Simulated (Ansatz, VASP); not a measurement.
## One calculation of RuAu, two programs

```
CELL_PARAMETERS angstrom
3.16481 0.00000 0.00000
0.00000 3.16481 0.00000
0.00000 0.00000 3.16481
ATOMIC_POSITIONS crystal
Ru 0.00000 0.00000 0.00000
Au 0.50000 0.50000 0.50000
```

Alike in both runs: functional r2SCAN0; k mesh 5 × 5 × 5; occupations fermi-dirac, width 0.05 eV; no spin polarisation.

|  | VASP | Ansatz |
| --- | --- | --- |
| version | VASP 6.6.1 | Ansatz 0.2.0 |
| potentials or method | VASP PAW PBE potentials, release 64 (Ru_pv, Au) | Ansatz PAW |
| plane-wave cutoff (eV) | 440 | 500 |
| valence electrons in the cell | 25 | 35 |
| task | single point | projected density of states |

```csv
,VASP,Ansatz,Ansatz less VASP
gap on the k mesh at the Fermi level (eV),none,none,-
pressure (GPa),-11.8,-12.2,-0.41
```

VASP's potentials were made for PBE, not for r2SCAN0. A gap of «none» marks a metal or a gap that the smearing closes. The functional is the same, so the differences come from potentials, cutoffs and numerics. VASP's potentials hold 25 valence electrons a cell and Ansatz's 35, so a difference there can come from the potentials and not from the codes.

The k mesh is coarse, so the values compare programs but aren't converged. Spin-orbit coupling is off throughout.
